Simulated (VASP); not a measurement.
A run of VASP 6.6.1 is set up as follows.

INCAR

```
SYSTEM = Hf2N
  PREC = Accurate
  ENCUT = 520
  EDIFF = 1E-6
  ISMEAR = 0
  SIGMA = 0.15
  LREAL = .FALSE.
  LASPH = .TRUE.
  NELM = 60
  ALGO = Normal
  ISIF = 2
  LWAVE = .FALSE.
  LCHARG = .FALSE.
  GGA = CA
  NBANDS = 34
```

The input KPOINTS:

```
regular mesh
0
G
  8 8 12
  0 0 0
```

The input POSCAR:

```
Hf2N
1.0
    5.6198096911      0.0000000000      0.0000000000
    0.0000000000      5.2521585898      0.0000000000
    0.0000000000      0.0000000000      3.2005839592
Hf N
4 2
Direct
    0.2954034337      0.2954034337      0.0000000000
    0.7045965663      0.7045965663      0.0000000000
    0.7954034337      0.2045965663      0.5000000000
    0.2045965663      0.7954034337      0.5000000000
    0.0000000000      0.0000000000      0.0000000000
    0.5000000000      0.5000000000      0.5000000000
```

Potentials or basis: VASP PAW LDA potentials, release 64 (Hf_pv, N).

Run with:

```bash
$ cat potpaw_LDA.64/Hf_pv/POTCAR potpaw_LDA.64/N/POTCAR > POTCAR
$ mpirun -np 1 vasp_std > vasp.out
```

Task: Predict the largest force.

Result: 0.298 eV/Å.

Task: What does it give for the band gap on the k mesh?

Result: Zero (band 25 reaches 6.85 eV, above the bottom of band 26 at 4.39 eV).

Forces on the atoms (eV/Å):
```
Hf   0.298  0.012  0.000
Hf  -0.298 -0.012  0.000
Hf   0.298 -0.012  0.000
Hf  -0.298  0.012  0.000
N    0.000  0.000  0.000
N    0.000  0.000  0.000
```

Caveat: the cell differs from its parent crystal (mode 4 frozen in at +0.000 Å, normal strain along x +0.0700); spin-orbit coupling is left out, which moves the levels of the heavy elements.
